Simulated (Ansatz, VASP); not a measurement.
FeCo: VASP beside Ansatz

Contents of INCAR:

```
SYSTEM = FeCo
ALGO = Normal
EDIFF = 1E-8
ENCUT = 520
GGA = PE
GGA_COMPAT = .FALSE.
ISIF = 2
ISMEAR = -1
ISPIN = 2
LASPH = .TRUE.
LCHARG = .FALSE.
LEFG = .TRUE.
LMAXMIX = 4
LORBIT = 11
LREAL = .FALSE.
LWAVE = .FALSE.
MAGMOM = 3 2
NBANDS = 20
NELM = 200
PREC = Accurate
SIGMA = 0.05
```

Contents of KPOINTS:

```
k-points
0
G
  13 13 13
  0 0 0
```

The input POSCAR:

```
FeCo
1.0
    2.9038443914      0.0000000000      0.0000000000
    0.0000000000      2.9038443914      0.0000000000
    0.0000000000      0.0000000000      2.9038443914
Fe Co
1 1
Direct
    0.5000000000      0.5000000000      0.5000000000
    0.0000000000      0.0000000000      0.0000000000
```

Input for Ansatz:

```yaml
crystal:
  lattice:
    - [2.9038443914, 0.0, 0.0]
    - [0.0, 2.9038443914, 0.0]
    - [0.0, 0.0, 2.9038443914]
  atoms:
    - { symbol: Fe, position: [0.5, 0.5, 0.5], spin: 3.0 }
    - { symbol: Co, position: [0.0, 0.0, 0.0], spin: 2.0 }
magnetization:
  spin_polarized: true
kpoints:
  mp_grid: { grid: [13, 13, 13] }
scf:
  occupations: { method: fermi_dirac, width: 0.05 }
hamiltonian:
  xc: pbe
  pseudopotentials: { kind: all_electron, datasets: crystal }
output:
  forces: true
  stress: true
  eigenvalues: true
  efg: { contact_densities: true }
```

Change from the starting cell: volume scaled by 1.05, crystal datasets.

Alike in both runs: task electric field gradients; functional PBE; k mesh 13 × 13 × 13; occupations fermi-dirac, width 0.05 eV; collinear spin.

|  | VASP | Ansatz |
| --- | --- | --- |
| version | VASP 6.6.1 | Ansatz 0.2.0 |
| potentials or method | VASP PAW PBE potentials, release 64 (Fe, Co), cutoff 520 eV | all-electron PAW with datasets made for the crystal, scalar-relativistic |

Ansatz gave:

```
pressure (GPa)                                                : -10.3
net moment per atom (μB)                                      : 2.30
size of the moment on the site where the two differ most (μB) : 1.85
```

**Question.** Estimate VASP's values.

**Answer.** Pressure (GPa): -10.6; net moment per atom (μB): 2.29; size of the moment on the site where the two differ most (μB): 1.78.

Site moments also hang on the region over which each program counts them. Ansatz ran all-electron here, and VASP with PAW potentials.
